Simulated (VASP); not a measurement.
# ZnTe2O3 (I4/mmm) in VASP: single point with PBE

Aim: the single point of ZnTe2O3 with PBE.

Program: VASP 6.6.1. These are calculated values, not measurements. Logs are shortened: lines on timing, memory, paths and dates and some standing lists are left out, and cuts for length are marked.

### 1 The cell of the first run

It takes space group I4/mmm (No. 139, tetragonal). The conventional cell has a = 5.573 Å, b = 5.573 Å, c = 8.319 Å, α = 90.00°, β = 90.00°, γ = 90.00°. Within 3.6 Å of Zn (site symmetry 4/mmm) lie 2 Te at 2.73 Å and 8 O at 3.48 Å. Te (site symmetry 4mm) has 1 O at 1.43 Å within 1.9 Å. O (site symmetry -4m2) has 4 Te at 2.86 Å and 4 Zn at 3.48 Å and 4 O at 3.48 Å within 3.8 Å. Within 1.9 Å of O (site symmetry 4/mmm) lie 2 Te at 1.43 Å.

### 2 Single point, PBE

File INCAR:

```
ALGO     = Normal         # electronic algorithm
EDIFF    = 1E-6           # SCF threshold, eV
ENCUT    = 520            # plane-wave cutoff, eV
GGA      = PE             # functional
ISIF     = 2              # what is computed and relaxed
ISMEAR   = 0              # smearing method
LASPH    = T              # aspherical terms in the spheres
LCHARG   = F              # write CHGCAR
LREAL    = F              # projectors in reciprocal space
LWAVE    = F              # write WAVECAR
NBANDS   = 30             # bands
NELM     = 100            # most SCF steps
PREC     = Accurate       # precision mode
SIGMA    = 0.1            # smearing width, eV
```

File KPOINTS:

```
k-points
0
Gamma
  4 4 4
```

File POSCAR:

```
ZnTe2O3
1.0
   -2.7865456000      2.7865456000      4.1595788200
    2.7865456000     -2.7865456000      4.1595788200
    2.7865456000      2.7865456000     -4.1595788200
Zn Te O
1 2 3
Direct
    0.0000000000      0.0000000000      0.0000000000
    0.6721644200      0.6721644200      0.0000000000
    0.3278355800      0.3278355800      0.0000000000
    0.7500000000      0.2500000000      0.5000000000
    0.2500000000      0.7500000000      0.5000000000
    0.5000000000      0.5000000000      0.0000000000
```

Potentials or basis: VASP PAW PBE potentials, release 64 (Zn, Te, O).

The run is started by

```sh
> cat potpaw_PBE.64/Zn/POTCAR potpaw_PBE.64/Te/POTCAR potpaw_PBE.64/O/POTCAR > POTCAR
> mpirun -np 1 vasp_std > vasp.out
```

OUTCAR:

```text
EDIFF = 1E-6
   ENCUT = 520
   GGA = PE
   ISIF = 2
   ISMEAR = 0
   LASPH = T
   LREAL = F
   NELM = 100
   PREC = Accurate

 ion  position               nearest neighbor table
   1  0.000  0.000  0.000-   2 2.73   3 2.73
   2  0.672  0.672  0.000-   6 1.43   1 2.73   3 2.86
   3  0.328  0.328  0.000-   6 1.43   1 2.73   2 2.86
   4  0.750  0.250  0.500-
   5  0.250  0.750  0.500-
   6  0.500  0.500  0.000-   2 1.43   3 1.43

  LATTYP: Found a body centered tetragonal cell.
 ALAT       =     5.5730912000
 C/A-ratio  =     1.4927366773

  Lattice vectors:

 A1 = (  -2.7865456000,   2.7865456000,   4.1595788200)
 A2 = (   2.7865456000,  -2.7865456000,   4.1595788200)
 A3 = (   2.7865456000,   2.7865456000,  -4.1595788200)

Analysis of symmetry for initial positions (statically):
=====================================================================
 Subroutine PRICEL returns:
 Original cell was already a primitive cell.

 Routine SETGRP: Setting up the symmetry group for a
 body centered tetragonal supercell.

 Subroutine GETGRP returns: Found 16 space group operations
 (whereof 16 operations were pure point group operations)
 out of a pool of 16 trial point group operations.

The static configuration has the point symmetry D_4h.

Analysis of symmetry for dynamics (positions and initial velocities):
=====================================================================
 Subroutine PRICEL returns:
 Original cell was already a primitive cell.

 Routine SETGRP: Setting up the symmetry group for a
 body centered tetragonal supercell.

 Subroutine GETGRP returns: Found 16 space group operations
 (whereof 16 operations were pure point group operations)
 out of a pool of 16 trial point group operations.

The dynamic configuration has the point symmetry D_4h.

 Subroutine INISYM returns: Found 16 space group operations
 (whereof 16 operations are pure point group operations),
 and found     1 'primitive' translations

----------------------------------------------------------------------------------------

                                     Primitive cell

  volume of cell :     129.1938
[... 82 lines left out ...]
   LASPH  =      T    aspherical Exc in radial PAW
   ENCUT  =  520.0 eV  38.22 Ry    6.18 a.u.  10.65 10.65 10.65*2*pi/ulx,y,z
   NELM   =    100;   NELMIN=  2; NELMDL= -5     # of ELM steps
   EDIFF  = 0.1E-05   stopping-criterion for ELM
   LREAL  =      F    real-space projection
   EDIFFG = 0.1E-04   stopping-criterion for IOM
   NSW    =      0    number of steps for IOM
   IBRION =     -1    ionic relax: 0-MD 1-quasi-New 2-CG
   NFREE  =      0    steps in history (QN), initial steepest desc. (CG)
   ISIF   =      2    stress and relaxation
   ISYM   =      2    0-nonsym 1-usesym 2-fastsym
   POTIM  = 0.5000    time-step for ionic-motion
   TEBEG  =    0.0;   TEEND  =   0.0 temperature during run
   PSTRESS=    0.0 pullay stress
   NELECT =      42.0000    total number of electrons
   NUPDOWN=      -1.0000    fix difference up-down
   EMIN   =  10.00;   EMAX   =-10.00  energy-range for DOS
   EFERMI =   0.00;   METHOD = LEGACY
   ISMEAR =     0;   SIGMA  =   0.10  broadening in eV -4-tet -1-fermi 0-gaus
   EFERMI_NEDOS =   21; number of points for ismear=-14 and -15
   IALGO  =     38    algorithm
   IMIX   =      4    mixing-type and parameters
     AMIX     =   0.40;   BMIX     =  1.00
     AMIX_MAG =   1.60;   BMIX_MAG =  1.00
  volume/ion in A,a.u.               =      21.53       145.31
  Fermi-wavevector in a.u.,A,eV,Ry     =   1.125669  2.127206 17.240360  1.267131
  Thomas-Fermi vector in A             =   2.262347
   LORBIT       =      0    0 simple, 1 ext, 2 COOP (PROOUT), +10 PAW based schemes
   GGA     = PE    functional components
   LHFCALC =     F    Hartree Fock is set to
   AEXX    =    0.0000 exact exchange contribution
   IVDW    =     0    specifies the selected vdW correction
   LEPSILON=     F    determine dielectric tensor
   LRPA    =     F    only Hartree local field effects (RPA)
 non-spin polarized calculation
 Gauss-broadening in eV      SIGMA  =   0.10
  energy-cutoff  :      520.00
  volume of cell :      129.19
 maximum number of plane-waves:      3519
 NGX is ok and might be reduce to    48
   NGX = 21   NGY = 21   NGZ = 21

 number of electron      41.9999989 magnetization

 Free energy of the ion-electron system (eV)
  ---------------------------------------------------
  ext. energy  EPLUGINS =         0.00000000
  ---------------------------------------------------
  free energy    TOTEN  =        -3.71036458 eV

  energy without entropy =       -3.68484424  energy(sigma->0) =       -3.69760441

 E-fermi :   3.2433     XC(G=0):  -8.8554

 val. band max:        3.2269015758   @ k =  -0.2500   0.5000   0.2500
 cond. band min:       3.2689403187   @ k =   0.2500   0.2500   0.0000
 fundamental gap:      0.0420387430
 Fermi energy:         3.2432732511

 k-point     1 :       0.0000    0.0000    0.0000
  band No.  band energies     occupation
      1     -25.0339      2.00000
      2     -14.6826      2.00000
      3     -13.1591      2.00000
      4     -12.9506      2.00000
      5      -8.6299      2.00000
      6      -8.6299      2.00000
[... 418 lines left out ...]
     29       9.1468      0.00000
     30       9.8385      0.00000

------------------------ aborting loop because EDIFF is reached ----------------------------------------

  FORCE on cell =-STRESS in cart. coord.  units (eV):
  Direction    XX          YY          ZZ          XY          YZ          ZX
  --------------------------------------------------------------------------------------
  -------------------------------------------------------------------------------------
  Total      -11.1530215    -11.1530215    139.2525371      0.0000000     -0.0000000      0.0000000
  in kB     -138.3125106   -138.3125106   1726.9192901      0.0000000     -0.0000000      0.0000000
  external PRESSURE =     483.4314230 kB  Pullay stress =       0.0000000 kB

 VOLUME and BASIS-vectors are now :
 -----------------------------------------------------------------------------
  energy-cutoff  :      520.00
  volume of cell :      129.19
      direct lattice vectors                 reciprocal lattice vectors
    -2.786545600  2.786545600  4.159578820     0.000000000  0.179433633  0.120204478
     2.786545600 -2.786545600  4.159578820     0.179433633  0.000000000  0.120204478
     2.786545600  2.786545600 -4.159578820     0.179433633  0.179433633  0.000000000

 POSITION                                       TOTAL-FORCE (eV/Angst)
 -----------------------------------------------------------------------------------
      0.00000      0.00000      0.00000        -0.000000     -0.000000      0.000000
      0.00000      0.00000      5.59184        -0.000000     -0.000000     47.385184
      0.00000      0.00000      2.72732         0.000000      0.000000    -47.385184
      0.00000      2.78655      2.07979        -0.000000     -0.000000      0.000000
      2.78655      0.00000      2.07979        -0.000000     -0.000000     -0.000000
      0.00000      0.00000      4.15958        -0.000000     -0.000000      0.000000
 -----------------------------------------------------------------------------------
    total drift:                                0.000000     -0.000000      0.000000

  FREE ENERGIE OF THE ION-ELECTRON SYSTEM (eV)
  ---------------------------------------------------
  free  energy   TOTEN  =        -3.7103645781 eV

  energy  without entropy=       -3.6848442424  energy(sigma->0) =       -3.69760441
```

OSZICAR:

```text
N       E                     dE             d eps       ncg     rms          rms(c)
DAV:   1     0.366493673571E+03    0.36649E+03   -0.19240E+04   780   0.136E+03
DAV:   2     0.323700494241E+02   -0.33412E+03   -0.31620E+03   884   0.332E+02
DAV:   3    -0.118874144317E+02   -0.44257E+02   -0.43370E+02   946   0.124E+02
DAV:   4    -0.129290236205E+02   -0.10416E+01   -0.10332E+01   894   0.208E+01
DAV:   5    -0.129466771203E+02   -0.17653E-01   -0.17649E-01   928   0.274E+00    0.641E+01
DAV:   6    -0.762811858803E+01    0.53186E+01   -0.65891E+01  1042   0.586E+01    0.442E+01
DAV:   7    -0.549777713015E+01    0.21303E+01   -0.49566E+01   910   0.228E+01    0.242E+01
DAV:   8    -0.367881647866E+01    0.18190E+01   -0.52308E+00   922   0.106E+01    0.271E+00
DAV:   9    -0.371142986844E+01   -0.32613E-01   -0.45586E-01   866   0.313E+00    0.314E+00
DAV:  10    -0.370882520665E+01    0.26047E-02   -0.16527E-02   892   0.721E-01    0.161E+00
DAV:  11    -0.371009783620E+01   -0.12726E-02   -0.48432E-03   894   0.450E-01    0.265E-01
DAV:  12    -0.371034051207E+01   -0.24268E-03   -0.84028E-04   920   0.137E-01    0.163E-01
DAV:  13    -0.371034705705E+01   -0.65450E-05   -0.72225E-05   902   0.424E-02    0.102E-01
DAV:  14    -0.371036172650E+01   -0.14669E-04   -0.22445E-05   866   0.294E-02    0.174E-02
DAV:  15    -0.371036409525E+01   -0.23687E-05   -0.50404E-06   848   0.114E-02    0.897E-03
DAV:  16    -0.371036457805E+01   -0.48281E-06   -0.84531E-07   522   0.555E-03
   1 F= -.37103646E+01 E0= -.36976044E+01  d E =-.255203E-01
```

stdout:

```text
POSCAR found type information on POSCAR ZnTeO
 POSCAR found :  3 types and       6 ions
 scaLAPACK will be used
 LDA part: xc-table for (Slater+PW92), standard interpolation
 POSCAR, INCAR and KPOINTS ok, starting setup
 FFT: planning ... GRIDC
 FFT: planning ... GRID_SOFT
 FFT: planning ... GRID
 WAVECAR not read
 entering main loop
```

Run time: 2.2 min. Hardware: 1 thread of Intel Xeon 8259CL, shared host; peak memory 0.34 GiB.

Results:

* Free energy: -3.7104 eV
* Pressure: 48.3 GPa
* Largest force: 47.385 eV/Å
* Band gap on the k mesh: zero (band 21 reaches 4.25 eV, above the bottom of band 22 at 2.18 eV)

Forces on the atoms (eV/Å):
```
Zn    0.000   0.000   0.000
Te    0.000   0.000  47.385
Te    0.000   0.000 -47.385
O     0.000   0.000   0.000
O     0.000   0.000   0.000
O     0.000   0.000   0.000
```

Stress tensor (GPa, compression positive):
```
-13.83   0.00   0.00
  0.00 -13.83   0.00
  0.00   0.00 172.69
```

Levels at points of the mesh, in eV from the Fermi level:
```tsv
k point	band 17	band 18	band 19	band 20	band 21	band 22	band 23	band 24	band 25	band 26
(0.00, 0.00, 0.00)	-2.44	-1.65	-1.57	-0.97	1.01	1.01	1.83	1.83	3.04	3.58
(0.50, 0.00, 0.00)	-2.13	-1.60	-1.55	-1.03	-0.30	0.51	0.75	1.73	1.85	3.54
(0.50, 0.50, 0.00)	-1.83	-1.78	-1.65	-1.26	-1.18	-1.06	-0.20	1.16	3.58	3.61
(0.50, 0.50, 0.50)	-2.89	-2.89	-1.24	-0.12	0.56	0.56	1.82	1.82	4.51	5.37
```

Caveat: the k points lie up to 0.40 Å⁻¹ apart; spin-orbit coupling is left out, which moves the levels of the heavy elements; forces of over 1 eV/Å act on the atoms, so gaps and moduli don't describe the material at rest.
